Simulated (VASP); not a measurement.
# N in VASP: notebook, part 2 of 2

VASP 6.6.1. Earlier steps stand in the parts before.

### Step 3. Single point, r2SCAN

This run uses another cell than the first one, of 17.94 Å³/atom.

POSCAR

```
N
1.0
    7.1057930000      0.0000000000      0.0000000000
    0.0000000000      7.1057930000      0.0000000000
    0.0000000000      0.0000000000      7.1057930000
N
20
Direct
    0.2032285489      0.8402862284      0.4107775163
    0.1708465192      0.8747651388      0.2623915445
    0.3284925412      0.8751310375      0.8722038483
    0.4770896084      0.9181100547      0.8778471312
    0.9004202627      0.9330837529      0.6095449164
    0.9735296258      0.9311416755      0.7439704478
    0.9509846403      0.5745312311      0.9027704579
    0.9552065477      0.5738557259      1.0556316515
    0.9091596110      0.5049541972      0.4711367190
    0.9297765921      0.3533173567      0.4734869141
    0.4587806034      0.4917396271      0.9616519930
    0.5276258399      0.4462837575      0.8332637891
    0.1293310965      0.2130374471      0.1481045113
    0.2283066788      0.2302065371      0.0329871698
    0.7992915076      0.1306821068     -0.0116383914
    0.7098292900      0.1931804093      0.0979763976
    0.6304574310      0.8787055857      0.3087340146
    0.6553526116      0.7483893775      0.2324582211
    0.3596079987      0.4583161936      0.4225566379
    0.4741764923      0.3550764848      0.4126914477
```

INCAR.step1

```
  ALGO = Normal
  EDIFF = 1E-5
  ENCUT = 1080
  GGA = PE
  GGA_COMPAT = F
  ISMEAR = -1
  LASPH = T
  LCHARG = F
  LREAL = Auto
  LWAVE = T
  NBANDS = 66
  NELM = 120
  PREC = Accurate
  SIGMA = 0.05
```

INCAR.step2

```
  ALGO = Normal
  EDIFF = 1E-6
  ENCUT = 1080
  GGA_COMPAT = F
  ISIF = 2
  ISMEAR = -1
  ISTART = 1
  LASPH = T
  LCHARG = F
  LMIXTAU = T
  LREAL = Auto
  LWAVE = F
  METAGGA = R2SCAN
  NBANDS = 66
  NELM = 120
  PREC = Accurate
  SIGMA = 0.05
```

KPOINTS

```
k-points
0
Gamma
  1 1 1
```

Potentials or basis: VASP PAW PBE potentials, release 64 (N_h).

Command:

```
> cat potpaw_PBE.64/N_h/POTCAR > POTCAR
> cp INCAR.step1 INCAR
> mpirun -np 1 vasp_gam > vasp.out
> cp INCAR.step2 INCAR
> mpirun -np 1 vasp_gam > vasp.out
```

It took 4.6 min on 1 thread of Intel Xeon 6975P-C (Granite Rapids), shared host; peak memory 1 GiB.

The run converged. Its results:

- Free energy: -182.8080 eV
- Pressure: 3.3 GPa
- Largest force: 2.275 eV/Å

Forces in eV/Å, atoms in the order of the input:
```
N   -0.159  0.484 -2.049
N    0.409 -0.867  2.063
N    1.270  0.131 -0.002
N   -1.064 -0.361 -0.292
N   -0.602  0.057 -0.622
N    0.328 -0.057  0.431
N   -0.025 -0.096 -0.958
N    0.168  0.032  0.854
N   -0.146  0.775  0.043
N    0.053 -0.774  0.180
N   -0.380  0.666  0.934
N    0.625 -0.234 -1.154
N   -0.427  0.178  0.764
N    0.396 -0.174 -0.784
N   -0.876  0.773  1.032
N    0.642 -0.352 -0.743
N   -0.262  0.594  0.532
N    0.028 -0.667 -0.321
N    0.631 -0.609 -0.062
N   -0.609  0.504  0.154
```

Stress tensor (GPa, compression positive):
```
 2.85 -0.16 -0.59
-0.16  3.75  0.30
-0.59  0.30  3.16
```

Levels at points of the mesh, in eV from the Fermi level:
```
           k point  band 47  band 48  band 49  band 50  band 51  band 52  band 53  band 54
(0.00, 0.00, 0.00)    -1.65    -1.60    -1.51    -1.21     6.09     6.29     6.37     6.40
```

Caveat: the k points lie up to 0.88 Å⁻¹ apart, too coarse for converged energies, forces and pressures; the atoms stand as in a frame of molecular dynamics; the PAW data sets were made with another functional, which shifts forces and pressure a little.

### Step 4. Single point, r2SCAN

This run uses another cell than the first one, of 21.11 Å³/atom.

POSCAR

```
N
1.0
    7.5024030000      0.0000000000      0.0000000000
    0.0000000000      7.5024030000      0.0000000000
    0.0000000000      0.0000000000      7.5024030000
N
20
Direct
    0.1986963377      0.8327465213      0.4080559255
    0.1813418981      0.8750662954      0.2710731482
    0.3360123416      0.8768523898      0.8670155416
    0.4737415465      0.9249836352      0.8764258598
    0.9157599239      0.9145069920      0.6128303158
    0.9812189508      0.9265164775      0.7406693562
    0.9431244896      0.5722566490      0.9138272098
    0.9598924505      0.5753356625      1.0564215225
    0.9126809104      0.5001464198      0.4777136072
    0.9298487431      0.3560325938      0.4740881022
    0.4535346875      0.4985336032      0.9739945988
    0.5115960846      0.4498025499      0.8498610379
    0.1341170289      0.2065871428      0.1433274112
    0.2206093168      0.2364309142      0.0319630924
    0.8080344391      0.1305714982      0.0023459150
    0.7077599004      0.1930714732      0.0893980235
    0.6261193913      0.8724537991      0.3044491212
    0.6621611769      0.7474271910      0.2377771495
    0.3625638345      0.4560005641      0.4298756012
    0.4686365155      0.3593515304      0.4129077044
```

INCAR.step1

```
PREC = Accurate
ENCUT = 1080
ISMEAR = -1
SIGMA = 0.05
LREAL = Auto
LASPH = True
NELM = 120
NBANDS = 66
GGA = PE
ALGO = Normal
EDIFF = 1E-5
LWAVE = True
LCHARG = False
GGA_COMPAT = False
```

INCAR.step2

```
PREC = Accurate
ENCUT = 1080
EDIFF = 1E-6
ISMEAR = -1
SIGMA = 0.05
LREAL = Auto
LASPH = True
NELM = 120
ALGO = Normal
ISIF = 2
LWAVE = False
LCHARG = False
METAGGA = R2SCAN
LMIXTAU = True
NBANDS = 66
ISTART = 1
GGA_COMPAT = False
```

KPOINTS

```
Automatic mesh
0
Gamma
  1 1 1
```

Command:

```
> cat potpaw_PBE.64/N_h/POTCAR > POTCAR
> cp INCAR.step1 INCAR
> mpirun -np 1 vasp_gam > vasp.out
> cp INCAR.step2 INCAR
> mpirun -np 1 vasp_gam > vasp.out
```

Run time: 9.2 min. Hardware: 1 thread of Intel Xeon Platinum 8488C (Sapphire Rapids), shared host; peak memory 1.1 GiB.

It converged, with:

```yaml
Free_energy: -183.6148 eV
Pressure: 2.4 GPa
Largest_force: 2.526 eV/Å
```

Forces on the atoms (eV/Å):
```
N    0.403 -0.436  1.309
N   -0.158  0.157 -1.390
N    0.677  0.096  0.035
N   -0.540 -0.203 -0.151
N   -1.075 -0.079 -1.547
N    0.752  0.173  1.542
N   -0.313 -0.106 -2.504
N    0.396  0.061  2.456
N   -0.093  0.583  0.025
N    0.047 -0.608  0.054
N    0.044  0.264  0.124
N    0.160  0.030 -0.263
N   -0.939 -0.120  1.451
N    0.910  0.110 -1.416
N   -1.039  0.642  0.811
N    0.855 -0.489 -0.705
N    0.102 -0.535 -0.179
N   -0.215  0.525  0.310
N   -1.025  0.900  0.154
N    1.052 -0.965 -0.117
```

Stress tensor (GPa, compression positive):
```
 1.87 -0.18  0.12
-0.18  1.76 -0.41
 0.12 -0.41  3.52
```

Levels at points of the mesh, in eV from the Fermi level:
| k point | band 48 | band 49 | band 50 | band 51 | band 52 | band 53 |
| --- | --- | --- | --- | --- | --- | --- |
| (0.00, 0.00, 0.00) | -1.65 | -1.54 | -1.28 | 6.46 | 6.58 | 6.68 |

Caveat: the k points lie up to 0.84 Å⁻¹ apart, too coarse for converged energies, forces and pressures; the atoms stand as in a frame of molecular dynamics; the PAW data sets were made with another functional, which shifts forces and pressure a little.

### Step 5. Single point, r2SCAN

This run uses another cell than the first one, of 29.00 Å³/atom.

POSCAR

```
N
1.0
    8.3395510000      0.0000000000      0.0000000000
    0.0000000000      8.3395510000      0.0000000000
    0.0000000000      0.0000000000      8.3395510000
N
20
Direct
    0.2200067779      0.8275205906      0.3950458612
    0.1847258803      0.8529802927      0.2713983724
    0.3584891753      0.8510320975      0.8588985958
    0.4586006966      0.9306531830      0.8876413012
    0.8876124171      0.9067020298      0.6177927572
    0.9684035850      0.9114960417      0.7209207061
    0.8835869745      0.5731132160      0.9325509605
    0.9738362617      0.5836311831      1.0270009671
    0.9068453352      0.4873160783      0.4681643860
    0.9246209027      0.3594245630      0.4909302729
    0.4550835730      0.4924495867      0.9750975979
    0.4794075120      0.4595028935      0.8506226903
    0.1507048804      0.2291917811      0.1385869057
    0.1933762013      0.2063937713      0.0167925887
    0.7864891054      0.1249440793      0.0280374613
    0.7271130941      0.2220336175      0.0930728724
    0.6077353027      0.8753150712      0.3050784211
    0.6553563826      0.7638615472      0.2551591226
    0.3702361152      0.4377768789      0.4181599124
    0.4881395272      0.3809256976      0.4247681475
```

INCAR.step1

```
SYSTEM = N
  PREC = Accurate
  ENCUT = 1080
  ISMEAR = -1
  SIGMA = 0.05
  LREAL = Auto
  LASPH = .TRUE.
  NELM = 120
  NBANDS = 66
  GGA = PE
  ALGO = Normal
  EDIFF = 1E-5
  LWAVE = .TRUE.
  LCHARG = .FALSE.
  GGA_COMPAT = .FALSE.
```

INCAR.step2

```
SYSTEM = N
  PREC = Accurate
  ENCUT = 1080
  EDIFF = 1E-6
  ISMEAR = -1
  SIGMA = 0.05
  LREAL = Auto
  LASPH = .TRUE.
  NELM = 120
  ALGO = Normal
  ISIF = 2
  LWAVE = .FALSE.
  LCHARG = .FALSE.
  METAGGA = R2SCAN
  LMIXTAU = .TRUE.
  NBANDS = 66
  ISTART = 1
  GGA_COMPAT = .FALSE.
```

KPOINTS

```
regular mesh
0
G
  1 1 1
  0 0 0
```

Command:

```
> cat potpaw_PBE.64/N_h/POTCAR > POTCAR
> cp INCAR.step1 INCAR
> mpirun -np 1 vasp_gam > vasp.out
> cp INCAR.step2 INCAR
> mpirun -np 1 vasp_gam > vasp.out
```

Run time: 7.3 min. Hardware: 1 thread of AMD EPYC 9R45 (Zen 5), shared host; peak memory 1.4 GiB.

Results (log left out):

| Property | Result |
| --- | --- |
| Free energy | -184.3532 eV |
| Pressure | 0.1 GPa |
| Largest force | 0.061 eV/Å |

Forces in eV/Å, atoms in the order of the input:
```
N   -0.011 -0.005  0.007
N   -0.006 -0.008 -0.004
N    0.021  0.009 -0.006
N   -0.020 -0.011 -0.010
N   -0.007  0.004  0.014
N   -0.012  0.012 -0.008
N   -0.025  0.005 -0.030
N    0.033 -0.001  0.028
N    0.018 -0.040  0.008
N   -0.002  0.041 -0.001
N   -0.009  0.018  0.049
N    0.019 -0.016 -0.056
N   -0.003 -0.004  0.048
N    0.005 -0.005 -0.040
N   -0.005 -0.004  0.003
N   -0.004  0.009  0.008
N   -0.008  0.005  0.006
N    0.008 -0.012 -0.009
N   -0.036  0.021 -0.008
N    0.042 -0.019  0.004
```

Levels at points of the mesh, in eV from the Fermi level:
| k point | band 47 | band 48 | band 49 | band 50 | band 51 | band 52 | band 53 | band 54 |
| --- | --- | --- | --- | --- | --- | --- | --- | --- |
| (0.00, 0.00, 0.00) | -1.38 | -1.35 | -1.28 | -1.24 | 7.24 | 7.31 | 7.34 | 7.38 |

Caveat: the k points lie up to 0.75 Å⁻¹ apart; the PAW data sets were made with another functional, which shifts forces and pressure a little.

### Step 6. Summary

| cell | pressure (GPa) | largest force (eV/Å) |
| --- | --- | --- |
| a = 8.015 Å, 20 atoms, atomic positions A | 0.0 | 4.36 |
| a = 7.106 Å, 20 atoms, atomic positions B | 3.3 | 2.27 |
| a = 7.502 Å, 20 atoms, atomic positions C | 2.4 | 2.53 |
| a = 8.340 Å, 20 atoms, atomic positions D | 0.1 | 0.06 |

Alike in all rows: task single point; level r2SCAN; potentials or basis VASP PAW PBE potentials, release 64 (N_h); no spin polarisation; k mesh 1 × 1 × 1; cutoff (eV) 1080; smearing fermi-dirac 0.05 eV.

Caveats: all runs use coarse meshes; the PAW data sets were made with another functional, which shifts forces and pressure a little; the atoms stand as in a frame of molecular dynamics (at least some runs).

Absolute energies hang on the potentials; compare differences alone.
